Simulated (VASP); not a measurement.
Here is a VASP 6.6.1 calculation.

File INCAR:

```
SYSTEM = Cu16H
PREC = Accurate ; ENCUT = 520
EDIFF = 1E-7 ; ISMEAR = -1
SIGMA = 0.05 ; LREAL = Auto
LASPH = .TRUE. ; NELM = 60
ALGO = Normal ; ISIF = 2
LWAVE = .FALSE. ; LCHARG = .FALSE.
GGA = PE ; IBRION = 2
NSW = 45 ; EDIFFG = -0.08
LUSENCCL = .FALSE.
```

KPOINTS

```
regular mesh
0
G
  3 3 1
  0 0 0
```

File POSCAR:

```
Cu16H
1.0
    5.1053110000      0.0000000000      0.0000000000
    2.5526550000      4.4213290000      0.0000000000
    0.0000000000      0.0000000000     17.2527030000
Cu H
16 1
Selective dynamics
Direct
    0.0000000000      0.0000000000      0.0579619000  F F F
    0.5000000000      0.0000000000      0.0579619000  F F F
    0.0000000000      0.5000000000      0.0579619000  F F F
    0.5000000000      0.5000000000      0.0579619000  F F F
    0.1666667000      0.1666667000      0.1787682000  T T T
    0.6666667000      0.1666667000      0.1787682000  T T T
    0.1666667000      0.6666667000      0.1787682000  T T T
    0.6666667000      0.6666667000      0.1787682000  T T T
   -0.1666667000      0.3333333000      0.2995744000  T T T
    0.3333333000      0.3333333000      0.2995744000  T T T
   -0.1666667000      0.8333333000      0.2995744000  T T T
    0.3333333000      0.8333333000      0.2995744000  T T T
    0.0000000000      0.0000000000      0.4203807000  T T T
    0.5000000000      0.0000000000      0.4203807000  T T T
    0.0000000000      0.5000000000      0.4203807000  T T T
    0.5000000000      0.5000000000      0.4203807000  T T T
    0.8173270000      0.3416834000      0.4737057000  T T T
```

Potentials or basis: VASP PAW PBE potentials, release 64 (Cu, H).

Command:

```console
$ cat potpaw_PBE.64/Cu/POTCAR potpaw_PBE.64/H/POTCAR > POTCAR
$ mpirun -np 1 vasp_std > vasp.out
```

Task: What does it give for the energy gained by relaxing?

Result: 2.6 meV/atom.

Task: Estimate the band gap on the k mesh.

Result: Zero (an odd number of electrons rules out a gap without spin polarisation).

The path:
```tsv
step	energy change (eV)	largest force on free atoms (eV/Å)	pressure (GPa)
1	0.0000	0.5901	-0.21
2	-0.0250	0.3174	-0.25
3	-0.0352	0.1232	-0.27
4	-0.0398	0.1062	-0.28
5	-0.0428	0.0990	-0.32
6	-0.0446	0.0652	-0.37
```

Caveat: the k points lie up to 0.47 Å⁻¹ apart, too coarse for converged energies and pressures of a metal; there is no dipole correction, which matters where the two faces differ.
